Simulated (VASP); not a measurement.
Wanted: the native input for a VASP 6.6.1 run.

| Quantity | Value |
| --- | --- |
| Task | single point |
| Functional | PBE |
| Potentials or basis | VASP PAW PBE potentials, release 64 (Li_sv, Cl) |
| Cutoff | 520 eV |
| k mesh | 6 × 6 × 6 |
| Occupations | gaussian, width 0.01 eV |
| Spin | no spin polarisation |
| Dipole correction | no |
| Further INCAR settings | ALGO = Normal; EDIFF = 1e-07; NBANDS = 12 |

The structure of LiCl lies in POSCAR:

```
LiCl
1.0
    0.0000000000      2.5176964340      2.5176964340
    2.5176964340      0.0000000000      2.5176964340
    2.5176964340      2.5176964340      0.0000000000
Li Cl
1 1
Direct
    0.0000000000      0.0000000000      0.0000000000
    0.5000000000      0.5000000000      0.5000000000
```

This cell differs from its parent crystal: strain -1.5%.

These files were run (other wordings do the same):

INCAR

```
SYSTEM = LiCl
  PREC = Accurate
  ENCUT = 520
  EDIFF = 1E-7
  ISMEAR = 0
  SIGMA = 0.01
  LREAL = .FALSE.
  LASPH = .TRUE.
  NELM = 100
  ALGO = Normal
  ISIF = 2
  LWAVE = .FALSE.
  LCHARG = .FALSE.
  GGA = PE
  NBANDS = 12
```

KPOINTS

```
regular mesh
0
G
  6 6 6
  0 0 0
```

Potentials or basis: VASP PAW PBE potentials, release 64 (Li_sv, Cl).

Run with:

```sh
$ cat potpaw_PBE.64/Li_sv/POTCAR potpaw_PBE.64/Cl/POTCAR > POTCAR
$ mpirun -np 1 vasp_std > vasp.out
```

Results of the run:

* Band gap on the k mesh: 6.67 eV

Caveat: the cell differs from its parent crystal (strain -1.5%).

It took 10 s on 1 thread of Intel(R) Xeon(R) Platinum 8488C (Sapphire Rapids), with other jobs on the host, peak memory 0.14 GiB.
